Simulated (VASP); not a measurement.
# InSb (I-4m2) in VASP: notebook

InSb is run at these levels: PBE; tasks: single point.

Program: VASP 6.6.1. These are calculated values, not measurements. Logs are shortened: lines on timing, memory, paths and dates and some standing lists are left out, and cuts for length are marked.

## (1) The cell of the first run

The structure is tetragonal, space group I-4m2 (No. 119). The conventional cell has a = 6.114 Å, b = 6.114 Å, c = 2.847 Å, α = 90.00°, β = 90.00°, γ = 90.00°. In (site symmetry -4m2) has 2 In at 2.85 Å and 8 Sb at 3.14 to 3.73 Å within 3.8 Å. Sb (site symmetry -4m2) has 2 Sb at 2.85 Å and 8 In at 3.14 to 3.73 Å within 3.8 Å.

## (2) Single point, PBE

INCAR reads:

```
  PREC = Accurate
  ENCUT = 520
  EDIFF = 1E-7
  ISMEAR = 0
  SIGMA = 0.15
  LREAL = False
  LASPH = True
  NELM = 60
  ALGO = Normal
  ISIF = 2
  LWAVE = False
  LCHARG = False
  GGA = PE
  NBANDS = 16
```

KPOINTS reads:

```
regular mesh
0
Gamma
  16 16 16
```

POSCAR reads:

```
InSb
1.0
   -3.0567500000      3.0567500000      1.4236000000
    3.0567500000     -3.0567500000      1.4236000000
    3.0567500000      3.0567500000     -1.4236000000
In Sb
1 1
Direct
    0.2500000000      0.7500000000      0.5000000000
    0.0000000000      0.0000000000      0.0000000000
```

Potentials or basis: VASP PAW PBE potentials, release 64 (In_d, Sb).

Launch:

```bash
> cat potpaw_PBE.64/In_d/POTCAR potpaw_PBE.64/Sb/POTCAR > POTCAR
> mpirun -np 1 vasp_std > vasp.out
```

OUTCAR:

```text
PREC = Accurate
   ENCUT = 520
   EDIFF = 1E-7
   ISMEAR = 0
   LREAL = False
   LASPH = True
   NELM = 60
   ISIF = 2
   GGA = PE

 ion  position               nearest neighbor table
   1  0.250  0.750  0.500-   2 3.14   2 3.14   2 3.14   2 3.14   2 3.73   2 3.73   2 3.73   2 3.73

   2  0.000  0.000  0.000-   1 3.14   1 3.14   1 3.14   1 3.14   1 3.73   1 3.73   1 3.73   1 3.73

  LATTYP: Found a body centered tetragonal cell.
 ALAT       =     6.1135000000
 C/A-ratio  =     0.4657233990

  Lattice vectors:

 A1 = (  -3.0567500000,   3.0567500000,   1.4236000000)
 A2 = (   3.0567500000,  -3.0567500000,   1.4236000000)
 A3 = (   3.0567500000,   3.0567500000,  -1.4236000000)

Analysis of symmetry for initial positions (statically):
=====================================================================
 Subroutine PRICEL returns:
 Original cell was already a primitive cell.

 Routine SETGRP: Setting up the symmetry group for a
 body centered tetragonal supercell.

 Subroutine GETGRP returns: Found  8 space group operations
 (whereof  8 operations were pure point group operations)
 out of a pool of 16 trial point group operations.

The static configuration has the point symmetry D_2d.

Analysis of symmetry for dynamics (positions and initial velocities):
=====================================================================
 Subroutine PRICEL returns:
 Original cell was already a primitive cell.

 Routine SETGRP: Setting up the symmetry group for a
 body centered tetragonal supercell.

 Subroutine GETGRP returns: Found  8 space group operations
 (whereof  8 operations were pure point group operations)
 out of a pool of 16 trial point group operations.

The dynamic configuration has the point symmetry D_2d.

 Subroutine INISYM returns: Found  8 space group operations
 (whereof  8 operations are pure point group operations),
 and found     1 'primitive' translations

----------------------------------------------------------------------------------------

                                     Primitive cell

  volume of cell :      53.2069

  direct lattice vectors                    reciprocal lattice vectors
    -3.056750000  3.056750000  1.423600000     0.000000000  0.163572422  0.351222253
     3.056750000 -3.056750000  1.423600000     0.163572422  0.000000000  0.351222253
     3.056750000  3.056750000 -1.423600000     0.163572422  0.163572422  0.000000000

  length of vectors
     4.551272139  4.551272139  4.551272139     0.387444200  0.387444200  0.231326337

  position of ions in fractional coordinates (direct lattice)
     0.250000000  0.750000000  0.500000000
     0.000000000  0.000000000  0.000000000

  ion indices of the primitive-cell ions
   primitive index   ion index
                 1           1
                 2           2

----------------------------------------------------------------------------------------

 KPOINTS: regular mesh

Automatic generation of k-mesh.
 Grid dimensions read from file:
 generate k-points for:   16   16   16

 Generating k-lattice:

  Cartesian coordinates                     Fractional coordinates (reciprocal lattice)
     0.000000000  0.010223276  0.021951391     0.062500000  0.000000000 -0.000000000
     0.010223276  0.000000000  0.021951391     0.000000000  0.062500000 -0.000000000
     0.010223276  0.010223276  0.000000000     0.000000000  0.000000000  0.062500000

  Length of vectors
     0.024215263  0.024215263  0.014457896

  Shift w.r.t. Gamma in fractional coordinates (k-lattice)
     0.000000000  0.000000000  0.000000000

 Subroutine IBZKPT returns following result:
 ===========================================

 Found    349 irreducible k-points:

 Following reciprocal coordinates:
            Coordinates               Weight
  0.000000  0.000000  0.000000      1.000000
  0.062500  0.000000  0.000000      8.000000
  0.125000  0.000000  0.000000      8.000000
  0.187500  0.000000 -0.000000      8.000000
  0.250000  0.000000  0.000000      8.000000
  0.312500 -0.000000  0.000000      8.000000
[... 16 lines left out ...]
 -0.125000  0.062500  0.000000     16.000000
 -0.062500  0.062500  0.000000      4.000000
 [... further k-points ...]
   k-points           NKPTS =    349   k-points in BZ     NKDIM =    349   number of bands    NBANDS=     16
   number of dos      NEDOS =    301   number of ions     NIONS =      2
   total plane-waves  NPLWV =  46656
   dimension x,y,z NGX =    36 NGY =   36 NGZ =   36
   dimension x,y,z NGXF=    72 NGYF=   72 NGZF=   72
   ions per type =               1   1
   NGX,Y,Z   is equivalent  to a cutoff of  13.15, 13.15, 13.15 a.u.
   NGXF,Y,Z  is equivalent  to a cutoff of  26.30, 26.30, 26.30 a.u.
 SYSTEM =  unknown system
   PREC   = accura    normal or accurate (medium, high low for compatibility)
   ISTART =      0    job   : 0-new  1-cont  2-samecut
   ICHARG =      2    charge: 1-file 2-atom 10-const
   ISPIN  =      1    spin polarized calculation?
   LNONCOLLINEAR =      F non collinear calculations
   LSORBIT =      F    spin-orbit coupling
   LASPH  =      T    aspherical Exc in radial PAW
   ENCUT  =  520.0 eV  38.22 Ry    6.18 a.u.   8.46  8.46  8.46*2*pi/ulx,y,z
   NELM   =     60;   NELMIN=  2; NELMDL= -5     # of ELM steps
   EDIFF  = 0.1E-06   stopping-criterion for ELM
   LREAL  =      F    real-space projection
   EDIFFG = 0.1E-05   stopping-criterion for IOM
   NSW    =      0    number of steps for IOM
   IBRION =     -1    ionic relax: 0-MD 1-quasi-New 2-CG
   NFREE  =      0    steps in history (QN), initial steepest desc. (CG)
   ISIF   =      2    stress and relaxation
   ISYM   =      2    0-nonsym 1-usesym 2-fastsym
   POTIM  = 0.5000    time-step for ionic-motion
   TEBEG  =    0.0;   TEEND  =   0.0 temperature during run
   PSTRESS=    0.0 pullay stress
   NELECT =      18.0000    total number of electrons
   NUPDOWN=      -1.0000    fix difference up-down
   EMIN   =  10.00;   EMAX   =-10.00  energy-range for DOS
   EFERMI =   0.00;   METHOD = LEGACY
   ISMEAR =     0;   SIGMA  =   0.15  broadening in eV -4-tet -1-fermi 0-gaus
   EFERMI_NEDOS =   21; number of points for ismear=-14 and -15
   IALGO  =     38    algorithm
   IMIX   =      4    mixing-type and parameters
     AMIX     =   0.40;   BMIX     =  1.00
     AMIX_MAG =   1.60;   BMIX_MAG =  1.00
  volume/ion in A,a.u.               =      26.60       179.53
  Fermi-wavevector in a.u.,A,eV,Ry     =   1.140713  2.155635 17.704257  1.301226
  Thomas-Fermi vector in A             =   2.277415
   LORBIT       =      0    0 simple, 1 ext, 2 COOP (PROOUT), +10 PAW based schemes
   GGA     = PE    functional components
   LHFCALC =     F    Hartree Fock is set to
   AEXX    =    0.0000 exact exchange contribution
   IVDW    =     0    specifies the selected vdW correction
   LEPSILON=     F    determine dielectric tensor
   LRPA    =     F    only Hartree local field effects (RPA)
 non-spin polarized calculation
 Gauss-broadening in eV      SIGMA  =   0.15
  energy-cutoff  :      520.00
  volume of cell :       53.21
 maximum number of plane-waves:      1466
 NGX is ok and might be reduce to    36
   NGX = 17   NGY = 17   NGZ = 17

 number of electron      18.0000000 magnetization

 Free energy of the ion-electron system (eV)
  ---------------------------------------------------
  ext. energy  EPLUGINS =         0.00000000
  ---------------------------------------------------
  free energy    TOTEN  =        -6.43181917 eV

  energy without entropy =       -6.42037389  energy(sigma->0) =       -6.42609653

 E-fermi :   7.7810     XC(G=0): -10.1291

 val. band max:        7.7763041219   @ k =  -0.1250  -0.3125   0.0625
 cond. band min:       7.7818482379   @ k =  -0.2500  -0.3750   0.0625
 fundamental gap:      0.0055441160
 Fermi energy:         7.7809884817

 k-point     1 :       0.0000    0.0000    0.0000
  band No.  band energies     occupation
      1      -7.3384      2.00000
      2      -6.7720      2.00000
      3      -6.7715      2.00000
      4      -6.5342      2.00000
      5      -6.5342      2.00000
      6      -4.1038      2.00000
[... 8 lines left out ...]
     15      16.9546      0.00000
     16      19.9821      0.00000

 k-point     2 :       0.0625    0.0000    0.0000
  band No.  band energies     occupation
      1      -7.3018      2.00000
      2      -6.7706      2.00000
      3      -6.7684      2.00000
      4      -6.5515      2.00000
      5      -6.5514      2.00000
      6      -4.0160      2.00000
[... 8 lines left out ...]
     15      17.2511      0.00000
     16      19.1223      0.00000

 k-point     3 :       0.1250    0.0000    0.0000
  band No.  band energies     occupation
      1      -7.1970      2.00000
      2      -6.7668      2.00000
      3      -6.7593      2.00000
      4      -6.6004      2.00000
      5      -6.6001      2.00000
      6      -3.7518      2.00000
[... 8 lines left out ...]
     15      16.9975      0.00000
     16      18.0378      0.00000

 k-point     4 :       0.1875    0.0000   -0.0000
  band No.  band energies     occupation
      1      -7.0392      2.00000
      2      -6.7612      2.00000
      3      -6.7460      2.00000
      4      -6.6728      2.00000
      5      -6.6717      2.00000
      6      -3.3104      2.00000
[... 8 lines left out ...]
     15      16.7040      0.00000
     16      16.8486      0.00000

 k-point     5 :       0.2500    0.0000    0.0000
  band No.  band energies     occupation
      1      -6.8521      2.00000
      2      -6.7610      2.00000
      3      -6.7582      2.00000
      4      -6.7493      2.00000
      5      -6.7266      2.00000
      6      -2.6931      2.00000
[... 8 lines left out ...]
     15      15.9144      0.00000
     16      16.0991      0.00000

 k-point     6 :       0.3125   -0.0000    0.0000
  band No.  band energies     occupation
      1      -6.8416      2.00000
      2      -6.8383      2.00000
      3      -6.7464      2.00000
      4      -6.7121      2.00000
      5      -6.6596      2.00000
      6      -1.9070      2.00000
[... 8 lines left out ...]
     15      15.2494      0.00000
     16      16.2691      0.00000

 k-point     7 :       0.3750    0.0000   -0.0000
  band No.  band energies     occupation
      1      -6.9096      2.00000
      2      -6.9062      2.00000
      3      -6.7404      2.00000
      4      -6.6985      2.00000
      5      -6.4972      2.00000
      6      -0.9721      2.00000
[... 8 lines left out ...]
     15      14.8012      0.00000
     16      17.1605      0.00000

 k-point     8 :       0.4375   -0.0000    0.0000
  band No.  band energies     occupation
      1      -6.9546      2.00000
      2      -6.9511      2.00000
      3      -6.7362      2.00000
      4      -6.6893      2.00000
      5      -6.3876      2.00000
      6       0.0391      2.00000
[... 8 lines left out ...]
     15      16.1112      0.00000
     16      17.6619      0.00000

 k-point     9 :       0.5000    0.0000    0.0000
  band No.  band energies     occupation
      1      -6.9703      2.00000
      2      -6.9667      2.00000
      3      -6.7347      2.00000
      4      -6.6861      2.00000
      5      -6.3489      2.00000
      6       0.6752      2.00000
[... 8 lines left out ...]
     15      16.7631      0.00000
     16      17.3154      0.00000
[... 172 lines left out ...]
 k-point    19 :      -0.3750    0.0625    0.0000
  band No.  band energies     occupation
      1      -6.8431      2.00000
      2      -6.8384      2.00000
      3      -6.7499      2.00000
      4      -6.7095      2.00000
      5      -6.6577      2.00000
      6      -1.7828      2.00000
[... 8 lines left out ...]
     15      15.7341      0.00000
     16      16.1949      0.00000

 k-point    20 :      -0.3125    0.0625    0.0000
  band No.  band energies     occupation
      1      -6.8509      2.00000
      2      -6.7647      2.00000
      3      -6.7590      2.00000
      4      -6.7501      2.00000
      5      -6.7233      2.00000
      6      -2.5828      2.00000
[... 8 lines left out ...]
     15      15.8886      0.00000
     16      16.6335      0.00000

 k-point    21 :      -0.2500    0.0625    0.0000
  band No.  band energies     occupation
      1      -7.0380      2.00000
      2      -6.7653      2.00000
      3      -6.7436      2.00000
      4      -6.6733      2.00000
      5      -6.6713      2.00000
      6      -3.2190      2.00000
[... 8 lines left out ...]
     15      16.7697      0.00000
     16      17.3365      0.00000

 k-point    22 :      -0.1875    0.0625    0.0000
  band No.  band energies     occupation
      1      -7.1962      2.00000
      2      -6.7702      2.00000
      3      -6.7570      2.00000
      4      -6.6007      2.00000
      5      -6.5999      2.00000
      6      -3.6822      2.00000
[... 8 lines left out ...]
     15      17.0956      0.00000
     16      18.3129      0.00000

 k-point    23 :      -0.1250    0.0625    0.0000
  band No.  band energies     occupation
      1      -7.3013      2.00000
      2      -6.7730      2.00000
      3      -6.7667      2.00000
      4      -6.5516      2.00000
      5      -6.5511      2.00000
      6      -3.9694      2.00000
[... 8 lines left out ...]
     15      17.7379      0.00000
     16      18.8422      0.00000

 k-point    24 :      -0.0625    0.0625    0.0000
  band No.  band energies     occupation
      1      -7.3382      2.00000
      2      -6.7732      2.00000
      3      -6.7707      2.00000
      4      -6.5342      2.00000
      5      -6.5340      2.00000
      6      -4.0804      2.00000
[... 8 lines left out ...]
     15      17.1861      0.00000
     16      19.9748      0.00000

 [... further k-points ...]
[... 5 lines left out ...]
  --------------------------------------------------------------------------------------
  -------------------------------------------------------------------------------------
  Total        0.3749942      0.3749942      4.9001302      0.0000000      0.0000000      0.0000000
  in kB       11.2919080     11.2919080    147.5537979      0.0000000      0.0000000      0.0000000
  external PRESSURE =      56.7125380 kB  Pullay stress =       0.0000000 kB

 VOLUME and BASIS-vectors are now :
 -----------------------------------------------------------------------------
  energy-cutoff  :      520.00
  volume of cell :       53.21
      direct lattice vectors                 reciprocal lattice vectors
    -3.056750000  3.056750000  1.423600000     0.000000000  0.163572422  0.351222253
     3.056750000 -3.056750000  1.423600000     0.163572422  0.000000000  0.351222253
     3.056750000  3.056750000 -1.423600000     0.163572422  0.163572422  0.000000000

 POSITION                                       TOTAL-FORCE (eV/Angst)
 -----------------------------------------------------------------------------------
      3.05675      0.00000      0.71180         0.000000     -0.000000      0.000000
      0.00000      0.00000      0.00000        -0.000000      0.000000     -0.000000
 -----------------------------------------------------------------------------------
    total drift:                               -0.000000      0.000000     -0.000000

  FREE ENERGIE OF THE ION-ELECTRON SYSTEM (eV)
  ---------------------------------------------------
  free  energy   TOTEN  =        -6.4318191731 eV

  energy  without entropy=       -6.4203738909  energy(sigma->0) =       -6.42609653
```

Wall time 4.7 min (1 thread of Intel Xeon 6975P-C, shared host); peak memory 0.45 GiB.

Results:

- Free energy: -6.4318 eV
- Pressure: 5.7 GPa
- Band gap on the k mesh: zero (band 9 reaches 8.68 eV, above the bottom of band 10 at 5.54 eV)

Stress tensor (GPa, compression positive):
```
 1.13  0.00  0.00
 0.00  1.13  0.00
 0.00  0.00 14.76
```

Caveat: spin-orbit coupling is left out, which moves the levels of the heavy elements.

## (3) Single point, PBE

This run uses another cell than the first one, of 26.92 Å³/atom, 1.012 times its volume.

INCAR reads:

```
PREC     = Accurate       # precision mode
ENCUT    = 520            # plane-wave cutoff, eV
EDIFF    = 1E-7           # SCF threshold, eV
ISMEAR   = 0              # smearing method
SIGMA    = 0.15           # smearing width, eV
LREAL    = False          # projectors in reciprocal space
LASPH    = True           # aspherical terms in the spheres
NELM     = 80             # most SCF steps
ALGO     = Normal         # electronic algorithm
ISIF     = 2              # what is computed and relaxed
LWAVE    = False          # write WAVECAR
LCHARG   = False          # write CHGCAR
GGA      = PE             # functional
NBANDS   = 16             # bands
```

KPOINTS reads:

```
Automatic mesh
0
Gamma
  16 16 16
```

POSCAR reads:

```
InSb
1.0
   -3.0074500000      3.0074500000      1.4883500000
    3.0074500000     -3.0074500000      1.4883500000
    3.0074500000      3.0074500000     -1.4883500000
In Sb
1 1
Direct
    0.2500000000      0.7500000000      0.5000000000
    0.0000000000      0.0000000000      0.0000000000
```

Potentials or basis: VASP PAW PBE potentials, release 64 (In_d, Sb).

Launch:

```bash
> cat potpaw_PBE.64/In_d/POTCAR potpaw_PBE.64/Sb/POTCAR > POTCAR
> mpirun -np 1 vasp_std > vasp.out
```

Wall time 4.6 min (1 thread of Intel Xeon 6975P-C, shared host); peak memory 0.45 GiB.

It converged, with:

| Item | Value |
| --- | --- |
| Free energy | -6.5976 eV |
| Pressure | 3.3 GPa |
| Band gap on the k mesh | zero (band 9 reaches 8.97 eV, above the bottom of band 10 at 5.23 eV) |

Stress tensor (GPa, compression positive):
```
0.58 0.00 0.00
0.00 0.58 0.00
0.00 0.00 8.72
```

Levels at points of the mesh, in eV from the Fermi level:
```
           k point  band 7  band 8  band 9  band 10  band 11  band 12
(0.00, 0.00, 0.00)   -4.05   -2.48   -2.48     2.92     5.73     5.73
(0.50, 0.00, 0.00)   -4.96   -2.14   -1.24    -0.82     2.70     2.97
(0.50, 0.50, 0.00)   -7.68   -0.90    1.04     1.14     1.33     5.94
(0.50, 0.50, 0.50)   -5.90   -4.88   -4.88     5.60     7.71     8.06
```

Caveat: spin-orbit coupling is left out, which moves the levels of the heavy elements.
